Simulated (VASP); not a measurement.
Write the native input for VASP 6.6.1 that does the following.

| Property | Result |
| --- | --- |
| Task | single point |
| Functional | PBEsol |
| Potentials or basis | VASP PAW PBE potentials, release 64 (Ni_sv_GW, O) |
| Cutoff | 700 eV |
| k mesh | 12 × 12 × 6 |
| Occupations | gaussian, width 0.05 eV |
| Spin | no spin polarisation |
| Dipole correction | no |
| Further INCAR settings | ALGO = Normal; EDIFF = 1e-06; NBANDS = 22 |

The structure of NiO2 lies in POSCAR:

```
NiO2
1.0
    2.7304424938      0.0000000000      0.0000000000
   -1.3652212469      2.3646325632      0.0000000000
    0.0000000000      0.0000000000      5.1695467736
Ni O
1 2
Direct
    0.0000000000      0.0000000000      0.5000000000
    0.6666666667      0.3333333333      0.6750910825
    0.3333333333      0.6666666667      0.3249089175
```

This cell differs from its parent crystal: atoms shifted along a free coordinate, c/a of the conventional cell at fixed volume 1.8933.

These files were run (other wordings do the same):

INCAR

```
SYSTEM = NiO2
  PREC = Accurate
  ENCUT = 700
  EDIFF = 1E-6
  ISMEAR = 0
  SIGMA = 0.05
  LREAL = .FALSE.
  LASPH = .TRUE.
  NELM = 120
  ALGO = Normal
  ISIF = 2
  LWAVE = .FALSE.
  LCHARG = .FALSE.
  GGA = PS
  NBANDS = 22
  GGA_COMPAT = .FALSE.
```

KPOINTS

```
Automatic mesh
0
G
  12 12 6
  0 0 0
```

Potentials or basis: VASP PAW PBE potentials, release 64 (Ni_sv_GW, O).

Launch:

```bash
$ cat potpaw_PBE.64/Ni_sv_GW/POTCAR potpaw_PBE.64/O/POTCAR > POTCAR
$ mpirun -np 1 vasp_std > vasp.out
```

It gave:

```yaml
Pressure: 13.2 GPa
Largest_force: 1.188 eV/Å
Band_gap_on_the_k_mesh: 1.22 eV (least direct gap 1.50 eV)
```

Caveat: the stress differs along the axes, from 9 to 15 GPa; the PAW data sets were made with another functional, which shifts forces and pressure a little; the run has no spin polarisation, though such a crystal can be magnetic.

Wall time 45 s on 1 thread of Intel(R) Xeon(R) 6975P-C (Granite Rapids) (shared host), peak memory 0.27 GiB.
